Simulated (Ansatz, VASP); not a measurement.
Two plane-wave programs on MgS

```xyz
2
Lattice="0.0000 2.8309 2.9158 2.8309 0.0000 2.9158 2.8309 2.8309 0.0000" Properties=species:S:1:pos:R:3 pbc="T T T"
Mg    0.0000    0.0000    0.0000
S     1.4154    1.4154    1.4579
```

Change from the starting cell: uniaxial_z strain +3.0%.

Alike in both runs: task single point; functional HSE06; k mesh 6 × 6 × 6; no spin polarisation.

```csv
,VASP,Ansatz
version,VASP 6.6.1,Ansatz 0.2.0
potentials or method,"VASP PAW PBE potentials, release 64 (Mg, S)","plane waves, PAW"
plane-wave cutoff (eV),520,420
occupations,"gaussian, width 0.01 eV",fixed
valence electrons in the cell,8,16
```

```csv
,VASP,Ansatz,Ansatz less VASP
gap on the k mesh at the Fermi level (eV),4.32,4.34,+0.017
pressure (GPa),-1.8,-1.6,+0.17
"traceless stress, the component that is largest in VASP (GPa)",-0.54,-0.53,+0.006
```

VASP's potentials hold 8 valence electrons a cell and Ansatz's 16, so a difference there can come from the potentials and not from the codes. Ansatz's warnings: stress exchange threshold loose, stress scf threshold loose.
